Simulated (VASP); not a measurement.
# PbO2 (R-3m) in VASP: notebook, part 2 of 2

VASP 6.6.1.

### Step 3. Single point, PBE+D3(BJ)

This run uses another cell than the first one, of 13.81 Å³/atom.

The input, INCAR:

```
SYSTEM = PbO2
ALGO = Normal
EDIFF = 1E-6
ENCUT = 520
GGA = PE
ISIF = 2
ISMEAR = 0
IVDW = 12
LASPH = .TRUE.
LCHARG = .FALSE.
LREAL = .FALSE.
LWAVE = .FALSE.
NBANDS = 20
NELM = 60
PREC = Accurate
SIGMA = 0.1
```

The input, KPOINTS:

```
k-points
0
G
  18 18 18
  0 0 0
```

The input, POSCAR:

```
PbO2
1.0
    1.7417882120      1.0056218931      3.9410132000
   -1.7417882120      1.0056218931      3.9410132000
    0.0000000000     -2.0112437861      3.9410132000
Pb O
1 2
Direct
    0.5000000000      0.5000000000      0.5000000000
    0.7495960000      0.7495960000      0.7495960000
    0.2504040000      0.2504040000      0.2504040000
```

Potentials or basis: VASP PAW PBE potentials, release 64 (Pb_d, O).

On the command line:

```bash
> cat potpaw_PBE.64/Pb_d/POTCAR potpaw_PBE.64/O/POTCAR > POTCAR
> mpirun -np 1 vasp_std > vasp.out
```

OUTCAR:

```text
SYSTEM = PbO2
   EDIFF = 1E-6
   ENCUT = 520
   GGA = PE
   ISIF = 2
   ISMEAR = 0
   IVDW = 12
   LASPH = .TRUE.
   LREAL = .FALSE.
   NELM = 60
   PREC = Accurate
 IVDW          = 12

 ion  position               nearest neighbor table
   1  0.500  0.500  0.500-   3 2.24   2 2.24   3 2.24   3 2.24   2 2.24   2 2.24   3 2.95   2 2.95

   2  0.750  0.750  0.750-   1 2.24   1 2.24   1 2.24   1 2.95
   3  0.250  0.250  0.250-   1 2.24   1 2.24   1 2.24   1 2.95

  LATTYP: Found a trigonal (rhomboedric) cell.
 ALAT       =     4.4245549618
 COS(alpha) =     0.6900572364

  Lattice vectors:

 A1 = (   1.7417882120,   1.0056218931,   3.9410132000)
 A2 = (  -1.7417882120,   1.0056218931,   3.9410132000)
 A3 = (   0.0000000000,  -2.0112437861,   3.9410132000)

Analysis of symmetry for initial positions (statically):
=====================================================================
 Subroutine PRICEL returns:
 Original cell was already a primitive cell.

 Routine SETGRP: Setting up the symmetry group for a
 trigonal (rhombohedral) supercell.

 Subroutine GETGRP returns: Found 12 space group operations
 (whereof 12 operations were pure point group operations)
 out of a pool of 12 trial point group operations.

The static configuration has the point symmetry D_3d.

Analysis of symmetry for dynamics (positions and initial velocities):
=====================================================================
 Subroutine PRICEL returns:
 Original cell was already a primitive cell.

 Routine SETGRP: Setting up the symmetry group for a
 trigonal (rhombohedral) supercell.

 Subroutine GETGRP returns: Found 12 space group operations
 (whereof 12 operations were pure point group operations)
 out of a pool of 12 trial point group operations.

The dynamic configuration has the point symmetry D_3d.

 Subroutine INISYM returns: Found 12 space group operations
 (whereof 12 operations are pure point group operations),
 and found     1 'primitive' translations

----------------------------------------------------------------------------------------

                                     Primitive cell

  volume of cell :      41.4180

  direct lattice vectors                    reciprocal lattice vectors
     1.741788212  1.005621893  3.941013200     0.287061307  0.165734923  0.084580618
    -1.741788212  1.005621893  3.941013200    -0.287061307  0.165734923  0.084580618
     0.000000000 -2.011243786  3.941013200     0.000000000 -0.331469845  0.084580618

  length of vectors
     4.424554962  4.424554962  4.424554962     0.342090835  0.342090835  0.342090835

  position of ions in fractional coordinates (direct lattice)
     0.500000000  0.500000000  0.500000000
     0.749596000  0.749596000  0.749596000
     0.250404000  0.250404000  0.250404000

  ion indices of the primitive-cell ions
   primitive index   ion index
                 1           1
                 2           2
                 3           3

----------------------------------------------------------------------------------------

 KPOINTS: k-points

Automatic generation of k-mesh.
 Grid dimensions read from file:
 generate k-points for:   18   18   18

 Generating k-lattice:

  Cartesian coordinates                     Fractional coordinates (reciprocal lattice)
     0.015947850  0.009207496  0.004698923     0.055555556  0.000000000 -0.000000000
    -0.015947850  0.009207496  0.004698923     0.000000000  0.055555556 -0.000000000
     0.000000000 -0.018414991  0.004698923     0.000000000  0.000000000  0.055555556

  Length of vectors
     0.019005046  0.019005046  0.019005046

  Shift w.r.t. Gamma in fractional coordinates (k-lattice)
     0.000000000  0.000000000  0.000000000

 Subroutine IBZKPT returns following result:
 ===========================================

 Found    580 irreducible k-points:

 Following reciprocal coordinates:
            Coordinates               Weight
  0.000000  0.000000  0.000000      1.000000
  0.055556 -0.000000  0.000000      6.000000
  0.111111 -0.000000  0.000000      6.000000
  0.166667  0.000000  0.000000      6.000000
  0.222222 -0.000000 -0.000000      6.000000
  0.277778  0.000000  0.000000      6.000000
[... 16 lines left out ...]
 -0.277778  0.055556 -0.000000     12.000000
 -0.222222  0.055556  0.000000     12.000000
 [... further k-points ...]
   k-points           NKPTS =    580   k-points in BZ     NKDIM =    580   number of bands    NBANDS=     20
   number of dos      NEDOS =    301   number of ions     NIONS =      3
   total plane-waves  NPLWV =  46656
   dimension x,y,z NGX =    36 NGY =   36 NGZ =   36
   dimension x,y,z NGXF=    72 NGYF=   72 NGZF=   72
   ions per type =               1   2
   NGX,Y,Z   is equivalent  to a cutoff of  13.53, 13.53, 13.53 a.u.
   NGXF,Y,Z  is equivalent  to a cutoff of  27.05, 27.05, 27.05 a.u.
 SYSTEM =  PbO2
   PREC   = accura    normal or accurate (medium, high low for compatibility)
   ISTART =      0    job   : 0-new  1-cont  2-samecut
   ICHARG =      2    charge: 1-file 2-atom 10-const
   ISPIN  =      1    spin polarized calculation?
   LNONCOLLINEAR =      F non collinear calculations
   LSORBIT =      F    spin-orbit coupling
   LASPH  =      T    aspherical Exc in radial PAW
   ENCUT  =  520.0 eV  38.22 Ry    6.18 a.u.   8.23  8.23  8.23*2*pi/ulx,y,z
   NELM   =     60;   NELMIN=  2; NELMDL= -5     # of ELM steps
   EDIFF  = 0.1E-05   stopping-criterion for ELM
   LREAL  =      F    real-space projection
   EDIFFG = 0.1E-04   stopping-criterion for IOM
   NSW    =      0    number of steps for IOM
   IBRION =     -1    ionic relax: 0-MD 1-quasi-New 2-CG
   NFREE  =      0    steps in history (QN), initial steepest desc. (CG)
   ISIF   =      2    stress and relaxation
   ISYM   =      2    0-nonsym 1-usesym 2-fastsym
   POTIM  = 0.5000    time-step for ionic-motion
   TEBEG  =    0.0;   TEEND  =   0.0 temperature during run
   PSTRESS=    0.0 pullay stress
   NELECT =      26.0000    total number of electrons
   NUPDOWN=      -1.0000    fix difference up-down
   EMIN   =  10.00;   EMAX   =-10.00  energy-range for DOS
   EFERMI =   0.00;   METHOD = LEGACY
   ISMEAR =     0;   SIGMA  =   0.10  broadening in eV -4-tet -1-fermi 0-gaus
   EFERMI_NEDOS =   21; number of points for ismear=-14 and -15
   IALGO  =     38    algorithm
   IMIX   =      4    mixing-type and parameters
     AMIX     =   0.40;   BMIX     =  1.00
     AMIX_MAG =   1.60;   BMIX_MAG =  1.00
  volume/ion in A,a.u.               =      13.81        93.17
  Fermi-wavevector in a.u.,A,eV,Ry     =   1.401747  2.648917 26.734004  1.964894
  Thomas-Fermi vector in A             =   2.524577
   LORBIT       =      0    0 simple, 1 ext, 2 COOP (PROOUT), +10 PAW based schemes
   GGA     = PE    functional components
   LHFCALC =     F    Hartree Fock is set to
   AEXX    =    0.0000 exact exchange contribution
   IVDW    =    12    specifies the selected vdW correction
   LEPSILON=     F    determine dielectric tensor
   LRPA    =     F    only Hartree local field effects (RPA)
 non-spin polarized calculation
 Gauss-broadening in eV      SIGMA  =   0.10
  energy-cutoff  :      520.00
  volume of cell :       41.42
 maximum number of plane-waves:      1140
 NGX is ok and might be reduce to    36
   NGX = 17   NGY = 17   NGZ = 17

 number of electron      26.0000002 magnetization

 Free energy of the ion-electron system (eV)
  ---------------------------------------------------
  ext. energy  EPLUGINS =         0.00000000
  ---------------------------------------------------
  free energy    TOTEN  =       -15.65267759 eV

  energy without entropy =      -15.65201629  energy(sigma->0) =      -15.65234694

 E-fermi :   4.8258     XC(G=0): -10.8188

 val. band max:        4.8232305022   @ k =   0.0556   0.0556   0.0000
 cond. band min:       4.8679199699   @ k =   0.0556   0.0556   0.0556
 fundamental gap:      0.0446894677
 Fermi energy:         4.8258011666

 k-point     1 :       0.0000    0.0000    0.0000
  band No.  band energies     occupation
      1     -13.6112      2.00000
      2     -11.2044      2.00000
      3     -10.8162      2.00000
      4     -10.8162      2.00000
      5     -10.6154      2.00000
      6     -10.5154      2.00000
[... 12 lines left out ...]
     19      21.1456      0.00000
[... 513 lines left out ...]
      4     -10.6293      2.00000
      5     -10.5403      2.00000
      6     -10.4904      2.00000
[... 12 lines left out ...]
     19      19.0695      0.00000
     20      20.8782      0.00000

 [... further k-points ...]

------------------------ aborting loop because EDIFF is reached ----------------------------------------

 Edisp (eV)   -0.65004

 E8    (eV) :    -0.2754

  FORCE on cell =-STRESS in cart. coord.  units (eV):
  Direction    XX          YY          ZZ          XY          YZ          ZX
  --------------------------------------------------------------------------------------
  -------------------------------------------------------------------------------------
  Total       0.11549     0.11549    -0.00710    -0.00000    -0.00000     0.00000
  in kB       4.46743     4.46743    -0.27478    -0.00000    -0.00000     0.00000
  external pressure =        2.89 kB  Pullay stress =        0.00 kB

 VOLUME and BASIS-vectors are now :
 -----------------------------------------------------------------------------
  energy-cutoff  :      520.00
  volume of cell :       41.42
      direct lattice vectors                 reciprocal lattice vectors
     1.741788212  1.005621893  3.941013200     0.287061307  0.165734923  0.084580618
    -1.741788212  1.005621893  3.941013200    -0.287061307  0.165734923  0.084580618
     0.000000000 -2.011243786  3.941013200     0.000000000 -0.331469845  0.084580618

 POSITION                                       TOTAL-FORCE (eV/Angst)
 -----------------------------------------------------------------------------------
      0.00000      0.00000      5.91152         0.000000     -0.000000     -0.000000
      0.00000      0.00000      8.86250         0.000000     -0.000000     -0.029956
      0.00000      0.00000      2.96054         0.000000      0.000000      0.029956
 -----------------------------------------------------------------------------------
    total drift:                                0.000000     -0.000000      0.000000

  FREE ENERGIE OF THE ION-ELECTRON SYSTEM (eV)
  ---------------------------------------------------
  free  energy   TOTEN  =       -16.3027184534 eV

  energy  without entropy=      -16.3020571591  energy(sigma->0) =      -16.30238781
```

OSZICAR:

```text
N       E                     dE             d eps       ncg     rms          rms(c)
DAV:   1     0.268596679923E+03    0.26860E+03   -0.14068E+04 23484   0.160E+03
DAV:   2     0.644866667684E+01   -0.26215E+03   -0.24919E+03 24900   0.419E+02
DAV:   3    -0.176809276592E+02   -0.24130E+02   -0.23700E+02 27956   0.134E+02
DAV:   4    -0.183486691333E+02   -0.66774E+00   -0.66701E+00 26184   0.227E+01
DAV:   5    -0.183666306565E+02   -0.17962E-01   -0.17961E-01 29820   0.401E+00    0.951E+00
DAV:   6    -0.156921337900E+02    0.26745E+01   -0.11204E+01 35652   0.422E+01    0.319E+00
DAV:   7    -0.156658260813E+02    0.26308E-01   -0.58042E-01 24412   0.822E+00    0.179E+00
DAV:   8    -0.156605560362E+02    0.52700E-02   -0.16521E-01 24560   0.406E+00    0.746E-01
DAV:   9    -0.156519689395E+02    0.85871E-02   -0.26435E-02 35868   0.195E+00    0.132E-01
DAV:  10    -0.156526795982E+02   -0.71066E-03   -0.37228E-03 24072   0.437E-01    0.719E-02
DAV:  11    -0.156526763480E+02    0.32502E-05   -0.11977E-04 27056   0.956E-02    0.303E-02
DAV:  12    -0.156526774081E+02   -0.10601E-05   -0.37423E-05 25932   0.461E-02    0.733E-03
DAV:  13    -0.156526775888E+02   -0.18071E-06   -0.17415E-06 21984   0.100E-02
   1 F= -.16302718E+02 E0= -.16302388E+02  d E =-.661294E-03
```

Run time: 4.3 min. Hardware: 1 thread of Intel Xeon 6975P-C (Granite Rapids), shared host; peak memory 0.55 GiB.

Results:

```
Free energy                : -16.3027 eV
Pressure                   : 0.3 GPa
Largest force              : 0.030 eV/Å
Band gap on the k mesh     : zero (bands 13 and 14 overlap by 0.09 eV)
Dispersion energy per atom : -0.217 eV
```

Forces in eV/Å, atoms in the order of the input:
```
Pb   0.000  0.000  0.000
O    0.000  0.000 -0.030
O    0.000  0.000  0.030
```

Levels at points of the mesh, in eV from the Fermi level:
```
           k point  band 9  band 10  band 11  band 12  band 13  band 14  band 15  band 16  band 17  band 18
(0.00, 0.00, 0.00)   -1.55    -1.55    -1.22    -1.22    -0.57    -0.18     5.00     9.19     9.19    12.23
(0.50, 0.00, 0.00)   -3.75    -2.94    -2.22    -1.25    -1.09     2.98     7.32     8.48    11.14    12.76
(0.50, 0.50, 0.00)   -4.54    -3.59    -0.80    -0.35    -0.10     2.33     5.93     9.78    10.07    11.39
(0.50, 0.50, 0.50)   -2.29    -2.06    -2.06    -0.88    -0.88     2.24     5.47    10.09    10.09    14.55
```

Caveat: semilocal functionals underestimate gaps, and a narrow one can read as zero; spin-orbit coupling is left out, which moves the levels of the heavy elements.

The gap in the log of VASP goes by the Fermi energy; the results here count the filled bands.